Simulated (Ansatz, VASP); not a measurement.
## One calculation of Ga, two programs

The input INCAR:

```
SYSTEM = Ga
PREC = Accurate
ENCUT = 520
EDIFF = 1E-7
ISMEAR = -1
SIGMA = 0.08
LREAL = .False.
LASPH = .True.
NELM = 100
ALGO = Normal
ISIF = 2
LWAVE = .False.
LCHARG = .False.
GGA = PE
NBANDS = 20
```

The input KPOINTS:

```
Automatic mesh
0
Gamma
  12 12 10
  0 0 0
```

Contents of POSCAR:

```
Ga
1.0
    1.4690811355     -4.1184929765      0.0000000000
    1.4690811355      4.1184929765      0.0000000000
    0.0000000000      0.0000000000      3.2117153101
Ga
2
Direct
    0.8670000000      0.1330000000      0.2500000000
    0.1330000000      0.8670000000      0.7500000000
```

Input for Ansatz:

```yaml
crystal:
  lattice:
    - [1.4690811355, -4.1184929765, 0.0]
    - [1.4690811355, 4.1184929765, 0.0]
    - [0.0, 0.0, 3.2117153101]
  atoms:
    - { symbol: Ga, position: [0.867, 0.133, 0.25] }
    - { symbol: Ga, position: [0.133, 0.867, 0.75] }
kpoints:
  mp_grid: { grid: [12, 12, 10] }
  band_path:
    path:
      - [0.0, 0.0, 0.0]
      - [-0.5, 0.5, 0.0]
      - [-0.2818093587, 0.7181906413, 0.0]
      - [0.2818093587, 0.2818093587, 0.0]
      - [0.0, 0.0, 0.0]
      - [0.0, 0.0, 0.5]
      - [0.2818093587, 0.2818093587, 0.5]
      - [-0.2818093587, 0.7181906413, 0.5]
      - [-0.5, 0.5, 0.5]
    npoints: 5
scf:
  occupations: { method: fermi_dirac, width: 0.08 }
hamiltonian:
  xc: pbe
  pseudopotentials: { kind: all_electron, lapw: { basis_error: 0.001 } }
output:
  forces: true
  stress: true
  eigenvalues: true
```

Change from the starting cell: volume scaled by 1.04.

Alike in both runs: task single point; functional PBE; k mesh 12 × 12 × 10; occupations fermi-dirac, width 0.08 eV; no spin polarisation.

|  | VASP | Ansatz |
| --- | --- | --- |
| version | VASP 6.6.1 | Ansatz 0.2.0 |
| potentials or method | VASP PAW PBE potentials, release 64 (Ga_d), cutoff 520 eV | all-electron LAPW, scalar-relativistic |

```tsv
	VASP	Ansatz	Ansatz less VASP
pressure (GPa)	-0.2	-0.3	-0.07
traceless stress, the component that is largest in VASP (GPa)	-2.06	-2.04	+0.012
rms of the force components (eV/Å)	0.102	0.101	-0.0009
```

Atom by atom the forces differ by 0.001 eV/Å (rms over components). Ansatz ran all-electron here, and VASP with PAW potentials.
